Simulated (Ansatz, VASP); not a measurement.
Mo: VASP beside Ansatz

The input INCAR:

```
PREC     = Accurate       # precision mode
ENCUT    = 520            # plane-wave cutoff, eV
EDIFF    = 1E-6           # SCF threshold, eV
ISMEAR   = -1             # smearing method
SIGMA    = 0.1            # smearing width, eV
LREAL    = F              # projectors in reciprocal space
LASPH    = T              # aspherical terms in the spheres
NELM     = 60             # most SCF steps
ALGO     = Normal         # electronic algorithm
ISIF     = 2              # what is computed and relaxed
LWAVE    = F              # write WAVECAR
LCHARG   = F              # write CHGCAR
NBANDS   = 21             # bands
```

The input KPOINTS:

```
Automatic mesh
0
Gamma
  16 16 8
```

The input POSCAR:

```
Mo
1.0
   -1.9369592534      1.9368029919      1.3375163957
    1.9368029919     -1.9369592534      1.3375163957
    3.1914023115      3.1914023115     -1.3378025889
Mo
2
Direct
    0.9999662344      0.0000337656      0.0000000000
    0.7500337656      0.2499662344      0.5000000000
```

Input for Ansatz:

```yaml
crystal:
  lattice:
    - [-1.9369592534, 1.9368029919, 1.3375163957]
    - [1.9368029919, -1.9369592534, 1.3375163957]
    - [3.1914023115, 3.1914023115, -1.3378025889]
  atoms:
    - { symbol: Mo, position: [0.9999662344, 3.37656e-05, 0.0] }
    - { symbol: Mo, position: [0.7500337656, 0.2499662344, 0.5] }
hamiltonian:
  xc: lda
  pseudopotentials:
    kind: paw
    azcp:
      Mo: "pseudopotentials/Mo.paw.azcp"
basis:
  ecutwfc: 420
  fft_grid_basis: typed
kpoints:
  mp_grid: { grid: [16, 16, 8], shift: [0, 0, 0] }
magnetization:
  spin_polarized: false
scf:
  occupations: { method: fermi_dirac, width: 0.1 }
  lower_state_search: "off"
output:
  stress: true
  write_density: true
  write_potential: true
  elf: true
  volumetric_format: npy
```

Alike in both runs: task single point; functional LDA; k mesh 16 × 16 × 8; occupations fermi-dirac, width 0.1 eV; no spin polarisation.

```csv
,VASP,Ansatz
version,VASP 6.6.1,Ansatz 0.2.0
potentials or method,"VASP PAW LDA potentials, release 64 (Mo_sv), cutoff 520 eV","plane waves (420 eV) with PAW, scalar-relativistic"
valence electrons in the cell,28,28
```

VASP gave:

* pressure (GPa): -17.2
* traceless stress, the component that is largest in VASP (GPa): -0.75

Estimate Ansatz's values.

pressure (GPa): -18.0; traceless stress, the component that is largest in VASP (GPa): -0.80.

Ansatz warns that its potentials were made for another functional, while VASP's fit it. LDA's correlation is that of Perdew and Zunger in VASP and of Perdew and Wang (1992) in Ansatz.
